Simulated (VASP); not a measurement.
# AlCo (Pm-3m) in VASP: further runs

The runs below take AlCo through single point, with PBE.

Program: VASP 6.6.1. These are calculated values, not measurements. Logs are shortened: lines on timing, memory, paths and dates and some standing lists are left out, and cuts for length are marked.

**1. The cell of the first run**

Symmetry: Pm-3m, No. 221, cubic system. Conventional cell: a = 2.844 Å, b = 2.844 Å, c = 2.844 Å, α = 90.00°, β = 90.00°, γ = 90.00°. Al (site symmetry m-3m) has 8 Co at 2.46 Å and 6 Al at 2.84 Å within 3.3 Å. Co (site symmetry m-3m) has 8 Al at 2.46 Å and 6 Co at 2.84 Å within 3.3 Å.

**2. Single point, PBE, collinear spin, ferromagnetic start**

INCAR

```
PREC = Accurate
ENCUT = 520
EDIFF = 1E-7
ISMEAR = -1
SIGMA = 0.05
LREAL = F
LASPH = T
NELM = 150
ALGO = Normal
ISIF = 2
LWAVE = F
LCHARG = F
ISPIN = 2
MAGMOM = 0 3.2
LORBIT = 11
LMAXMIX = 4
GGA = PE
NBANDS = 17
```

KPOINTS

```
regular mesh
0
Gamma
  10 10 10
```

POSCAR

```
AlCo
1.0
    2.8442450469      0.0000000000      0.0000000000
    0.0000000000      2.8442450469      0.0000000000
    0.0000000000      0.0000000000      2.8442450469
Al Co
1 1
Direct
    0.0000000000      0.0000000000      0.0000000000
    0.5000000000      0.5000000000      0.5000000000
```

Potentials or basis: VASP PAW PBE potentials, release 64 (Al, Co).

Command:

```bash
> cat potpaw_PBE.64/Al/POTCAR potpaw_PBE.64/Co/POTCAR > POTCAR
> mpirun -np 1 vasp_std > vasp.out
```

OUTCAR:

```text
PREC = Accurate
   ENCUT = 520
   EDIFF = 1E-7
   ISMEAR = -1
   LREAL = F
   LASPH = T
   NELM = 150
   ISIF = 2
   ISPIN = 2
   LORBIT = 11
   GGA = PE

 ion  position               nearest neighbor table
   1  0.000  0.000  0.000-   2 2.46   2 2.46   2 2.46   2 2.46   2 2.46   2 2.46   2 2.46   2 2.46

   2  0.500  0.500  0.500-   1 2.46   1 2.46   1 2.46   1 2.46   1 2.46   1 2.46   1 2.46   1 2.46

  LATTYP: Found a simple cubic cell.
 ALAT       =     2.8442450469

  Lattice vectors:

 A1 = (   2.8442450469,   0.0000000000,   0.0000000000)
 A2 = (   0.0000000000,   2.8442450469,   0.0000000000)
 A3 = (   0.0000000000,   0.0000000000,   2.8442450469)

Analysis of symmetry for initial positions (statically):
=====================================================================
 Subroutine PRICEL returns:
 Original cell was already a primitive cell.

 Routine SETGRP: Setting up the symmetry group for a
 simple cubic supercell.

 Subroutine GETGRP returns: Found 48 space group operations
 (whereof 48 operations were pure point group operations)
 out of a pool of 48 trial point group operations.

The static configuration has the point symmetry O_h .

Analysis of symmetry for dynamics (positions and initial velocities):
=====================================================================
 Subroutine PRICEL returns:
 Original cell was already a primitive cell.

 Routine SETGRP: Setting up the symmetry group for a
 simple cubic supercell.

 Subroutine GETGRP returns: Found 48 space group operations
 (whereof 48 operations were pure point group operations)
 out of a pool of 48 trial point group operations.

The dynamic configuration has the point symmetry O_h .

Analysis of structural, dynamic, and magnetic symmetry:
=====================================================================
 Subroutine PRICEL returns:
 Original cell was already a primitive cell.

 Routine SETGRP: Setting up the symmetry group for a
 simple cubic supercell.

 Subroutine GETGRP returns: Found 48 space group operations
 (whereof 48 operations were pure point group operations)
 out of a pool of 48 trial point group operations.

The overall configuration has the point symmetry O_h .

 Subroutine INISYM returns: Found 48 space group operations
 (whereof 48 operations are pure point group operations),
 and found     1 'primitive' translations

----------------------------------------------------------------------------------------

                                     Primitive cell

  volume of cell :      23.0092

  direct lattice vectors                    reciprocal lattice vectors
     2.844245047  0.000000000  0.000000000     0.351587147  0.000000000  0.000000000
     0.000000000  2.844245047  0.000000000     0.000000000  0.351587147  0.000000000
     0.000000000  0.000000000  2.844245047     0.000000000  0.000000000  0.351587147

  length of vectors
     2.844245047  2.844245047  2.844245047     0.351587147  0.351587147  0.351587147

  position of ions in fractional coordinates (direct lattice)
     0.000000000  0.000000000  0.000000000
     0.500000000  0.500000000  0.500000000

  ion indices of the primitive-cell ions
   primitive index   ion index
                 1           1
                 2           2

----------------------------------------------------------------------------------------

 KPOINTS: regular mesh

Automatic generation of k-mesh.
 Grid dimensions read from file:
 generate k-points for:   10   10   10

 Generating k-lattice:

  Cartesian coordinates                     Fractional coordinates (reciprocal lattice)
     0.035158715  0.000000000  0.000000000     0.100000000  0.000000000  0.000000000
     0.000000000  0.035158715  0.000000000     0.000000000  0.100000000  0.000000000
     0.000000000  0.000000000  0.035158715     0.000000000  0.000000000  0.100000000

  Length of vectors
     0.035158715  0.035158715  0.035158715

  Shift w.r.t. Gamma in fractional coordinates (k-lattice)
     0.000000000  0.000000000  0.000000000

 Subroutine IBZKPT returns following result:
 ===========================================

 Found     56 irreducible k-points:

 Following reciprocal coordinates:
            Coordinates               Weight
  0.000000  0.000000  0.000000      1.000000
  0.100000  0.000000  0.000000      6.000000
  0.200000  0.000000  0.000000      6.000000
  0.300000  0.000000  0.000000      6.000000
  0.400000  0.000000  0.000000      6.000000
  0.500000  0.000000  0.000000      3.000000
[... 16 lines left out ...]
  0.200000  0.100000  0.100000     24.000000
  0.300000  0.100000  0.100000     24.000000
 [... further k-points ...]
   k-points           NKPTS =     56   k-points in BZ     NKDIM =     56   number of bands    NBANDS=     17
   number of dos      NEDOS =    301   number of ions     NIONS =      2
   total plane-waves  NPLWV =  13824
   dimension x,y,z NGX =    24 NGY =   24 NGZ =   24
   dimension x,y,z NGXF=    48 NGYF=   48 NGZF=   48
   ions per type =               1   1
   NGX,Y,Z   is equivalent  to a cutoff of  14.03, 14.03, 14.03 a.u.
   NGXF,Y,Z  is equivalent  to a cutoff of  28.06, 28.06, 28.06 a.u.
 SYSTEM =  unknown system
   PREC   = accura    normal or accurate (medium, high low for compatibility)
   ISTART =      0    job   : 0-new  1-cont  2-samecut
   ICHARG =      2    charge: 1-file 2-atom 10-const
   ISPIN  =      2    spin polarized calculation?
   LNONCOLLINEAR =      F non collinear calculations
   LSORBIT =      F    spin-orbit coupling
   LASPH  =      T    aspherical Exc in radial PAW
   ENCUT  =  520.0 eV  38.22 Ry    6.18 a.u.   5.29  5.29  5.29*2*pi/ulx,y,z
   NELM   =    150;   NELMIN=  2; NELMDL= -5     # of ELM steps
   EDIFF  = 0.1E-06   stopping-criterion for ELM
   LREAL  =      F    real-space projection
   EDIFFG = 0.1E-05   stopping-criterion for IOM
   NSW    =      0    number of steps for IOM
   IBRION =     -1    ionic relax: 0-MD 1-quasi-New 2-CG
   NFREE  =      0    steps in history (QN), initial steepest desc. (CG)
   ISIF   =      2    stress and relaxation
   ISYM   =      2    0-nonsym 1-usesym 2-fastsym
   POTIM  = 0.5000    time-step for ionic-motion
   TEBEG  =    0.0;   TEEND  =   0.0 temperature during run
   PSTRESS=    0.0 pullay stress
   NELECT =      12.0000    total number of electrons
   NUPDOWN=      -1.0000    fix difference up-down
   EMIN   =  10.00;   EMAX   =-10.00  energy-range for DOS
   EFERMI =   0.00;   METHOD = LEGACY
   ISMEAR =    -1;   SIGMA  =   0.05  broadening in eV -4-tet -1-fermi 0-gaus
   EFERMI_NEDOS =   21; number of points for ismear=-14 and -15
   IALGO  =     38    algorithm
   IMIX   =      4    mixing-type and parameters
     AMIX     =   0.40;   BMIX     =  1.00
     AMIX_MAG =   1.60;   BMIX_MAG =  1.00
  volume/ion in A,a.u.               =      11.50        77.64
  Fermi-wavevector in a.u.,A,eV,Ry     =   1.317756  2.490197 23.626246  1.736480
  Thomas-Fermi vector in A             =   2.447774
   LORBIT       =     11    0 simple, 1 ext, 2 COOP (PROOUT), +10 PAW based schemes
   GGA     = PE    functional components
   LHFCALC =     F    Hartree Fock is set to
   AEXX    =    0.0000 exact exchange contribution
   IVDW    =     0    specifies the selected vdW correction
   LEPSILON=     F    determine dielectric tensor
   LRPA    =     F    only Hartree local field effects (RPA)
 spin polarized calculation
  energy-cutoff  :      520.00
  volume of cell :       23.01
 maximum number of plane-waves:       638
 NGX is ok and might be reduce to    24
   NGX = 11   NGY = 11   NGZ = 11

 number of electron      11.9999995 magnetization       0.0002713

 Free energy of the ion-electron system (eV)
  ---------------------------------------------------
  ext. energy  EPLUGINS =         0.00000000
  ---------------------------------------------------
  free energy    TOTEN  =       -11.99251440 eV

  energy without entropy =      -11.98621789  energy(sigma->0) =      -11.98936615

 E-fermi :  10.6397     XC(G=0): -12.2950

 val. band max:       10.5958716783   @ k =   0.5000   0.4000   0.1000
 cond. band min:      10.7152258094   @ k =   0.5000   0.3000   0.0000
 fundamental gap:      0.1193541311
 Fermi energy:        10.6397347325

 spin component 1

 k-point     1 :       0.0000    0.0000    0.0000
  band No.  band energies     occupation
      1      -0.4593      1.00000
      2       7.6642      1.00000
      3       7.6642      1.00000
      4       9.7991      1.00000
      5       9.7991      1.00000
      6       9.7991      1.00000
[... 9 lines left out ...]
     16      34.3536      0.00000
     17      34.3536      0.00000

 k-point     2 :       0.1000    0.0000    0.0000
  band No.  band energies     occupation
      1      -0.2692      1.00000
      2       7.6417      1.00000
      3       7.7166      1.00000
      4       9.6990      1.00000
      5       9.6990      1.00000
      6       9.8097      1.00000
[... 9 lines left out ...]
     16      32.4083      0.00000
     17      34.7263      0.00000

 k-point     3 :       0.2000    0.0000    0.0000
  band No.  band energies     occupation
      1       0.2949      1.00000
      2       7.4619      1.00000
      3       7.8577      1.00000
      4       9.4568      1.00000
      5       9.4568      1.00000
      6       9.8376      1.00000
[... 392 lines left out ...]
 k-point    23 :       0.2000    0.1000    0.1000
  band No.  band energies     occupation
      1       0.6633      1.00000
      2       7.5934      1.00000
      3       7.8647      1.00000
      4       9.3242      1.00000
      5       9.3562      1.00000
      6       9.6461      1.00000
[... 9 lines left out ...]
     16      32.5608      0.00000
     17      34.0156      0.00000

 k-point    24 :       0.3000    0.1000    0.1000
  band No.  band energies     occupation
      1       1.5657      1.00000
      2       6.9782      1.00000
      3       8.0578      1.00000
      4       9.0513      1.00000
      5       9.1489      1.00000
      6       9.6878      1.00000
[... 9 lines left out ...]
     16      31.5313      0.00000
     17      32.6971      0.00000

 [... further k-points ...]

 spin component 2

 k-point     1 :       0.0000    0.0000    0.0000
  band No.  band energies     occupation
      1      -0.4595      1.00000
      2       7.6648      1.00000
      3       7.6648      1.00000
      4       9.7993      1.00000
      5       9.7993      1.00000
      6       9.7993      1.00000
[... 9 lines left out ...]
     16      34.3535      0.00000
     17      34.3535      0.00000

 k-point     2 :       0.1000    0.0000    0.0000
  band No.  band energies     occupation
      1      -0.2693      1.00000
      2       7.6422      1.00000
      3       7.7172      1.00000
      4       9.6992      1.00000
      5       9.6992      1.00000
      6       9.8099      1.00000
[... 9 lines left out ...]
     16      32.4082      0.00000
     17      34.7263      0.00000

 k-point     3 :       0.2000    0.0000    0.0000
  band No.  band energies     occupation
      1       0.2947      1.00000
      2       7.4624      1.00000
      3       7.8583      1.00000
      4       9.4570      1.00000
      5       9.4570      1.00000
      6       9.8378      1.00000
[... 392 lines left out ...]
 k-point    23 :       0.2000    0.1000    0.1000
  band No.  band energies     occupation
      1       0.6632      1.00000
      2       7.5938      1.00000
      3       7.8653      1.00000
      4       9.3244      1.00000
      5       9.3565      1.00000
      6       9.6463      1.00000
[... 9 lines left out ...]
     16      32.5607      0.00000
     17      34.0156      0.00000

 k-point    24 :       0.3000    0.1000    0.1000
  band No.  band energies     occupation
      1       1.5655      1.00000
      2       6.9784      1.00000
      3       8.0584      1.00000
      4       9.0515      1.00000
      5       9.1492      1.00000
      6       9.6880      1.00000
[... 9 lines left out ...]
     16      31.5312      0.00000
     17      32.6970      0.00000

 [... further k-points ...]
[... 5 lines left out ...]
  --------------------------------------------------------------------------------------
  -------------------------------------------------------------------------------------
  Total        0.1992672      0.1992672      0.1992672      0.0000000      0.0000000      0.0000000
  in kB       13.8753936     13.8753936     13.8753936      0.0000000      0.0000000      0.0000000
  external PRESSURE =      13.8753936 kB  Pullay stress =       0.0000000 kB

 VOLUME and BASIS-vectors are now :
 -----------------------------------------------------------------------------
  energy-cutoff  :      520.00
  volume of cell :       23.01
      direct lattice vectors                 reciprocal lattice vectors
     2.844245047  0.000000000  0.000000000     0.351587147  0.000000000  0.000000000
     0.000000000  2.844245047  0.000000000     0.000000000  0.351587147  0.000000000
     0.000000000  0.000000000  2.844245047     0.000000000  0.000000000  0.351587147

 POSITION                                       TOTAL-FORCE (eV/Angst)
 -----------------------------------------------------------------------------------
      0.00000      0.00000      0.00000         0.000000      0.000000      0.000000
      1.42212      1.42212      1.42212         0.000000      0.000000      0.000000
 -----------------------------------------------------------------------------------
    total drift:                                0.000000      0.000000     -0.000000

  FREE ENERGIE OF THE ION-ELECTRON SYSTEM (eV)
  ---------------------------------------------------
  free  energy   TOTEN  =       -11.9925144018 eV

  energy  without entropy=      -11.9862178887  energy(sigma->0) =      -11.98936615

 total charge

# of ion       s       p       d       tot
------------------------------------------
    1        0.395   0.431   0.000   0.826
    2        0.436   0.514   7.511   8.460
--------------------------------------------------
tot          0.831   0.944   7.511   9.286

 magnetization (x)

# of ion       s       p       d       tot
------------------------------------------
    1       -0.000  -0.000   0.000  -0.000
    2       -0.000  -0.000   0.000   0.000
--------------------------------------------------
tot         -0.000  -0.000   0.000   0.000
```

Run time: 30 s. Hardware: 1 thread of Intel Xeon Platinum 8488C (Sapphire Rapids), shared host; peak memory 0.16 GiB.

What came out:

- Free energy: -11.9925 eV
- Pressure: 1.4 GPa
- Band gap on the k mesh: zero (filled and empty bands overlap)
- Net moment: 0.00 μB per cell
- Valence electrons inside the program's atomic spheres: Al 0.83; Co 8.46

Caveat: the starting moments collapsed, and a magnetic state may lie lower.

(Continued in part 2 of 2.)
